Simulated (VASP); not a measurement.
Input of a VASP 6.6.1 run:

Contents of INCAR:

```
SYSTEM = BiSbTe2S
PREC = Accurate
ENCUT = 600
EDIFF = 1E-6
ISMEAR = 0
SIGMA = 0.1
LREAL = .False.
LASPH = .True.
NELM = 80
ALGO = Normal
ISIF = 3
LWAVE = .False.
LCHARG = .False.
GGA = PE
IBRION = 2
NSW = 100
EDIFFG = -0.01
```

KPOINTS

```
regular mesh
0
Gamma
  6 6 8
  0 0 0
```

POSCAR

```
BiSbTe2S
1.0
    5.8392778779      0.0000000000      0.0000000000
    0.0000000000      5.8392778779      0.0000000000
    0.0000000000      0.0000000000      4.8065861576
Sb Bi Te S
1 1 2 1
Direct
    0.5000000000      0.5000000000      0.5000000000
    0.0000000000      0.0000000000      0.0000000000
    0.5000000000      0.0000000000      0.5000000000
    0.0000000000      0.5000000000      0.5000000000
    0.5000000000      0.5000000000      0.0000000000
```

Potentials or basis: VASP PAW PBE potentials, release 64 (Sb, Bi_d, Te, S).

Launch:

```sh
$ cat potpaw_PBE.64/Sb/POTCAR potpaw_PBE.64/Bi_d/POTCAR potpaw_PBE.64/Te/POTCAR potpaw_PBE.64/S/POTCAR > POTCAR
$ mpirun -np 1 vasp_std > vasp.out
```

Task: Estimate the relaxed cell.

Result: a = 5.806 Å, b = 5.806 Å, c = 4.860 Å, α = 90.00°, β = 90.00°, γ = 90.00°.

Task: Estimate the space group after relaxing (to 0.05 Å).

Result: P4/mmm (No. 123).

Task: What does it give for the relaxed volume?

Result: 32.76 Å³/atom.

Task: Predict the band gap on the k mesh.

Result: Zero (band 19 reaches 5.69 eV, above the bottom of band 20 at 4.61 eV).

Step by step:
```csv
step,energy change (eV),largest force (eV/Å),pressure (GPa),volume (Å³)
1,0.0000,0.0000,0.21,163.89
2,-0.0096,0.0000,-0.29,164.87
3,-0.0103,0.0000,-0.20,164.67
4,-0.0108,0.0000,-0.03,163.79
```

Caveat: spin-orbit coupling is left out, which moves the levels of the heavy elements.
